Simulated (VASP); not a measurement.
# MgCd3Te4 (I-42m) in VASP: notebook, part 2 of 2

VASP 6.6.1. Earlier steps stand in the parts before.

**3. Single point, PBE**

The input, INCAR:

```
PREC = Accurate ; ENCUT = 520
EDIFF = 1E-6 ; ISMEAR = 0
SIGMA = 0.02 ; LREAL = False
LASPH = True ; NELM = 60
ALGO = Normal ; ISIF = 2
LWAVE = False ; LCHARG = True
GGA = PE ; LELF = True
LVHAR = True ; NBANDS = 41
```

The input, KPOINTS:

```
Automatic mesh
0
Gamma
  6 6 6
```

The input, POSCAR:

```
MgCd3Te4
1.0
   -3.2953229000      3.2953229000      6.5904727000
    3.2953229000     -3.2953229000      6.5904727000
    3.2953229000      3.2953229000     -6.5904727000
Mg Cd Te
1 3 4
Direct
    0.0000000000      0.0000000000      0.0000000000
    0.7500000000      0.2500000000      0.5000000000
    0.5000000000      0.5000000000      0.0000000000
    0.2500000000      0.7500000000      0.5000000000
    0.8766020000      0.3706410000      0.0000000000
    0.6293590000      0.6293590000      0.5059610000
    0.3706410000      0.8766020000      0.0000000000
    0.1233980000      0.1233980000      0.4940390000
```

Potentials or basis: VASP PAW PBE potentials, release 64 (Mg, Cd, Te).

The run is started by

```sh
$ cat potpaw_PBE.64/Mg/POTCAR potpaw_PBE.64/Cd/POTCAR potpaw_PBE.64/Te/POTCAR > POTCAR
$ mpirun -np 1 vasp_std > vasp.out
```

OUTCAR:

```text
PREC = Accurate
   ENCUT = 520
   EDIFF = 1E-6
   ISMEAR = 0
   LREAL = False
   LASPH = True
   NELM = 60
   ISIF = 2
   GGA = PE

 ion  position               nearest neighbor table
   1  0.000  0.000  0.000-   5 2.82   6 2.82   7 2.82   8 2.82
   2  0.750  0.250  0.500-   8 2.86   7 2.86   5 2.86   6 2.86
   3  0.500  0.500  0.000-   6 2.87   5 2.87   7 2.87   8 2.87
   4  0.250  0.750  0.500-   8 2.86   5 2.86   6 2.86   7 2.86
   5  0.877  0.371  0.000-   1 2.82   4 2.86   2 2.86   3 2.87
   6  0.629  0.629  0.506-   1 2.82   2 2.86   4 2.86   3 2.87
   7  0.371  0.877  0.000-   1 2.82   2 2.86   4 2.86   3 2.87
   8  0.123  0.123  0.494-   1 2.82   2 2.86   4 2.86   3 2.87

  LATTYP: Found a body centered tetragonal cell.
 ALAT       =     6.5906458000
 C/A-ratio  =     1.9999474710

  Lattice vectors:

 A1 = (  -3.2953229000,   3.2953229000,   6.5904727000)
 A2 = (   3.2953229000,  -3.2953229000,   6.5904727000)
 A3 = (   3.2953229000,   3.2953229000,  -6.5904727000)

Analysis of symmetry for initial positions (statically):
=====================================================================
 Subroutine PRICEL returns:
 Original cell was already a primitive cell.

 Routine SETGRP: Setting up the symmetry group for a
 body centered tetragonal supercell.

 Subroutine GETGRP returns: Found  8 space group operations
 (whereof  8 operations were pure point group operations)
 out of a pool of 16 trial point group operations.

The static configuration has the point symmetry D_2d.

Analysis of symmetry for dynamics (positions and initial velocities):
=====================================================================
 Subroutine PRICEL returns:
 Original cell was already a primitive cell.

 Routine SETGRP: Setting up the symmetry group for a
 body centered tetragonal supercell.

 Subroutine GETGRP returns: Found  8 space group operations
 (whereof  8 operations were pure point group operations)
 out of a pool of 16 trial point group operations.

The dynamic configuration has the point symmetry D_2d.

 Subroutine INISYM returns: Found  8 space group operations
 (whereof  8 operations are pure point group operations),
 and found     1 'primitive' translations

----------------------------------------------------------------------------------------

                                     Primitive cell

  volume of cell :     286.2678

  direct lattice vectors                    reciprocal lattice vectors
    -3.295322900  3.295322900  6.590472700     0.000000000  0.151730199  0.075867092
     3.295322900 -3.295322900  6.590472700     0.151730199  0.000000000  0.075867092
     3.295322900  3.295322900 -6.590472700     0.151730199  0.151730199  0.000000000

  length of vectors
     8.071718308  8.071718308  8.071718308     0.169640411  0.169640411  0.214578906

  position of ions in fractional coordinates (direct lattice)
     0.000000000  0.000000000  0.000000000
     0.750000000  0.250000000  0.500000000
     0.500000000  0.500000000  0.000000000
     0.250000000  0.750000000  0.500000000
     0.876602000  0.370641000  0.000000000
[... 35 lines left out ...]

 Subroutine IBZKPT returns following result:
 ===========================================

 Found     30 irreducible k-points:

 Following reciprocal coordinates:
            Coordinates               Weight
  0.000000  0.000000  0.000000      1.000000
  0.166667 -0.000000  0.000000      8.000000
  0.333333 -0.000000  0.000000      8.000000
  0.500000  0.000000  0.000000      4.000000
  0.166667  0.166667  0.000000      8.000000
  0.333333  0.166667  0.000000     16.000000
[... 16 lines left out ...]
 -0.333333 -0.333333  0.166667      8.000000
 -0.166667 -0.333333  0.166667      8.000000
 [... further k-points ...]
   k-points           NKPTS =     30   k-points in BZ     NKDIM =     30   number of bands    NBANDS=     41
   number of dos      NEDOS =    301   number of ions     NIONS =      8
   total plane-waves  NPLWV = 216000
   dimension x,y,z NGX =    60 NGY =   60 NGZ =   60
   dimension x,y,z NGXF=   120 NGYF=  120 NGZF=  120
   ions per type =               1   3   4
   NGX,Y,Z   is equivalent  to a cutoff of  12.36, 12.36, 12.36 a.u.
   NGXF,Y,Z  is equivalent  to a cutoff of  24.72, 24.72, 24.72 a.u.
 SYSTEM =  unknown system
   PREC   = accura    normal or accurate (medium, high low for compatibility)
   ISTART =      0    job   : 0-new  1-cont  2-samecut
   ICHARG =      2    charge: 1-file 2-atom 10-const
   ISPIN  =      1    spin polarized calculation?
   LNONCOLLINEAR =      F non collinear calculations
   LSORBIT =      F    spin-orbit coupling
   LASPH  =      T    aspherical Exc in radial PAW
   ENCUT  =  520.0 eV  38.22 Ry    6.18 a.u.  15.01 15.01 15.01*2*pi/ulx,y,z
   NELM   =     60;   NELMIN=  2; NELMDL= -5     # of ELM steps
   EDIFF  = 0.1E-05   stopping-criterion for ELM
   LREAL  =      F    real-space projection
   EDIFFG = 0.1E-04   stopping-criterion for IOM
   NSW    =      0    number of steps for IOM
   IBRION =     -1    ionic relax: 0-MD 1-quasi-New 2-CG
   NFREE  =      0    steps in history (QN), initial steepest desc. (CG)
   ISIF   =      2    stress and relaxation
   ISYM   =      2    0-nonsym 1-usesym 2-fastsym
   POTIM  = 0.5000    time-step for ionic-motion
   TEBEG  =    0.0;   TEEND  =   0.0 temperature during run
   PSTRESS=    0.0 pullay stress
   NELECT =      62.0000    total number of electrons
   NUPDOWN=      -1.0000    fix difference up-down
   EMIN   =  10.00;   EMAX   =-10.00  energy-range for DOS
   EFERMI =   0.00;   METHOD = LEGACY
   ISMEAR =     0;   SIGMA  =   0.02  broadening in eV -4-tet -1-fermi 0-gaus
   EFERMI_NEDOS =   21; number of points for ismear=-14 and -15
   IALGO  =     38    algorithm
   IMIX   =      4    mixing-type and parameters
     AMIX     =   0.40;   BMIX     =  1.00
     AMIX_MAG =   1.60;   BMIX_MAG =  1.00
  volume/ion in A,a.u.               =      35.78       241.48
  Fermi-wavevector in a.u.,A,eV,Ry     =   0.983138  1.857862 13.150856  0.966561
  Thomas-Fermi vector in A             =   2.114274
   LORBIT       =      0    0 simple, 1 ext, 2 COOP (PROOUT), +10 PAW based schemes
   GGA     = PE    functional components
   LHFCALC =     F    Hartree Fock is set to
   AEXX    =    0.0000 exact exchange contribution
   IVDW    =     0    specifies the selected vdW correction
   LEPSILON=     F    determine dielectric tensor
   LRPA    =     F    only Hartree local field effects (RPA)
 non-spin polarized calculation
 Gauss-broadening in eV      SIGMA  =   0.02
  energy-cutoff  :      520.00
  volume of cell :      286.27
 maximum number of plane-waves:      7776
   NGX = 31   NGY = 31   NGZ = 31

 number of electron      61.9999989 magnetization

 Free energy of the ion-electron system (eV)
  ---------------------------------------------------
  ext. energy  EPLUGINS =         0.00000000
  ---------------------------------------------------
  free energy    TOTEN  =       -20.82531088 eV

  energy without entropy =      -20.82531088  energy(sigma->0) =      -20.82531088

 E-fermi :   1.9107     XC(G=0):  -8.1814

 val. band max:        1.7729691020   @ k =   0.0000   0.0000   0.0000
 cond. band min:       2.7853539316   @ k =   0.0000   0.0000   0.0000
 fundamental gap:      1.0123848296
 Fermi energy:         1.9107156984

 k-point     1 :       0.0000    0.0000    0.0000
  band No.  band energies     occupation
      1      -8.8771      2.00000
      2      -8.3753      2.00000
      3      -8.3753      2.00000
      4      -8.3745      2.00000
      5      -6.1531      2.00000
      6      -6.1522      2.00000
[... 1045 lines left out ...]
     40       6.9452      0.00000
     41       7.2196      0.00000

 [... further k-points ...]
[... 5 lines left out ...]
  --------------------------------------------------------------------------------------
  -------------------------------------------------------------------------------------
  Total        0.1211251      0.1211251      0.1231218      0.0000000      0.0000000      0.0000000
  in kB        0.6779103      0.6779103      0.6890855      0.0000000      0.0000000      0.0000000
  external PRESSURE =       0.6816354 kB  Pullay stress =       0.0000000 kB

 VOLUME and BASIS-vectors are now :
 -----------------------------------------------------------------------------
  energy-cutoff  :      520.00
  volume of cell :      286.27
      direct lattice vectors                 reciprocal lattice vectors
    -3.295322900  3.295322900  6.590472700     0.000000000  0.151730199  0.075867092
     3.295322900 -3.295322900  6.590472700     0.151730199  0.000000000  0.075867092
     3.295322900  3.295322900 -6.590472700     0.151730199  0.151730199  0.000000000

 POSITION                                       TOTAL-FORCE (eV/Angst)
 -----------------------------------------------------------------------------------
      0.00000      0.00000      0.00000         0.000000      0.000000      0.000000
      0.00000      3.29532      3.29524         0.000000      0.000000      0.000000
      0.00000      0.00000      6.59047         0.000000      0.000000      0.000000
      3.29532      0.00000      3.29524         0.000000      0.000000      0.000000
     -1.66730      1.66730      8.21992        -0.010164      0.010164     -0.010570
      1.66730      1.66730      4.96102         0.010164      0.010164      0.010570
      1.66730     -1.66730      8.21992         0.010164     -0.010164     -0.010570
      1.62802      1.62802     -1.62945        -0.010164     -0.010164      0.010570
 -----------------------------------------------------------------------------------
    total drift:                                0.000009      0.000009      0.000008

  FREE ENERGIE OF THE ION-ELECTRON SYSTEM (eV)
  ---------------------------------------------------
  free  energy   TOTEN  =       -20.8253108833 eV

  energy  without entropy=      -20.8253108833  energy(sigma->0) =      -20.82531088
```

Run time: 8.6 min. Hardware: 1 thread of Intel Xeon Platinum 8259CL at 2.50GHz (Skylake/Cascade Lake), shared host; peak memory 0.68 GiB.

What came out:

* Free energy: -20.8253 eV
* Pressure: 0.1 GPa
* Largest force: 0.018 eV/Å
* Band gap on the k mesh: 1.01 eV, direct

Forces in eV/Å, atoms in the order of the input:
```
Mg   0.000  0.000  0.000
Cd   0.000  0.000  0.000
Cd   0.000  0.000  0.000
Cd   0.000  0.000  0.000
Te  -0.010  0.010 -0.011
Te   0.010  0.010  0.011
Te   0.010 -0.010 -0.011
Te  -0.010 -0.010  0.011
```

Caveat: spin-orbit coupling is left out, which moves the levels of the heavy elements.
